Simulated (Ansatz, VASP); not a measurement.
# Rh in VASP and in Ansatz

The input POSCAR:

```
Rh
1.0
    0.0000000000      1.8978500000      1.8978500000
    1.8978500000      0.0000000000      1.8978500000
    1.8978500000      1.8978500000      0.0000000000
Rh
1
Direct
    0.0000000000      0.0000000000      0.0000000000
```

Contents of INCAR.step1:

```
SYSTEM = Rh
  PREC = Accurate
  ENCUT = 600
  ISMEAR = 0
  SIGMA = 0.1
  LREAL = .FALSE.
  LASPH = .TRUE.
  NELM = 60
  GGA = PE
  ALGO = Normal
  EDIFF = 1E-4
  LWAVE = .TRUE.
  LCHARG = .FALSE.
```

The input INCAR.step2:

```
SYSTEM = Rh
  PREC = Accurate
  ENCUT = 600
  EDIFF = 1E-7
  ISMEAR = 0
  SIGMA = 0.1
  LREAL = .FALSE.
  LASPH = .TRUE.
  NELM = 60
  ALGO = Normal
  ISIF = 3
  LWAVE = .FALSE.
  LCHARG = .FALSE.
  METAGGA = R2SCAN
  LMIXTAU = .TRUE.
  IBRION = 2
  NSW = 100
  EDIFFG = -0.005
  ISTART = 1
```

File KPOINTS:

```
regular mesh
0
G
  18 18 18
  0 0 0
```

Input for Ansatz:

```yaml
crystal:
  lattice:
    - [0.0, 1.89785, 1.89785]
    - [1.89785, 0.0, 1.89785]
    - [1.89785, 1.89785, 0.0]
  atoms:
    - { symbol: Rh, position: [0.0, 0.0, 0.0] }
basis:
  ecutwfc: 500
kpoints:
  mp_grid: { grid: [18, 18, 18] }
hamiltonian:
  xc: r2scan
scf:
  occupations: { method: gaussian, width: 0.1 }
output:
  forces: true
  stress: true
  eigenvalues: true
  write_density: true
  write_potential: true
  elf: true
  volumetric_format: npy
relax:
  adjacent_minimum: "off"
  f_tol: 0.005
  max_steps: 80
  cell: { stress_tol: 0.05 }
```

Alike in both runs: task relaxation of cell and atoms; functional r2SCAN; k mesh 18 × 18 × 18; occupations gaussian, width 0.1 eV; no spin polarisation.

|  | VASP | Ansatz |
| --- | --- | --- |
| version | VASP 6.6.1 | Ansatz 0.2.0 |
| potentials or method | VASP PAW PBE potentials, release 64 (Rh_pv), cutoff 600 eV | scalar-relativistic, plane waves, PAW |
| valence electrons in the cell | 15 | 17 |

VASP gave:

| Item | Value |
| --- | --- |
| gap on the k mesh at the Fermi level, each at its own relaxed structure (eV) | none |
| relaxed volume (Å³/atom) | 13.77 |
| relaxed cell length with the largest relative difference (Å) | 2.690 |

**Question.** Estimate Ansatz's values.

**Answer.** gap on the k mesh at the Fermi level, each at its own relaxed structure (eV): none; relaxed volume (Å³/atom): 13.72; relaxed cell length with the largest relative difference (Å): 2.687.

VASP's potentials were made for PBE, not for r2SCAN. A gap of «none» marks a metal or a gap that the smearing closes. VASP's potentials hold 15 valence electrons a cell and Ansatz's 17, so a difference there can come from the potentials and not from the codes.
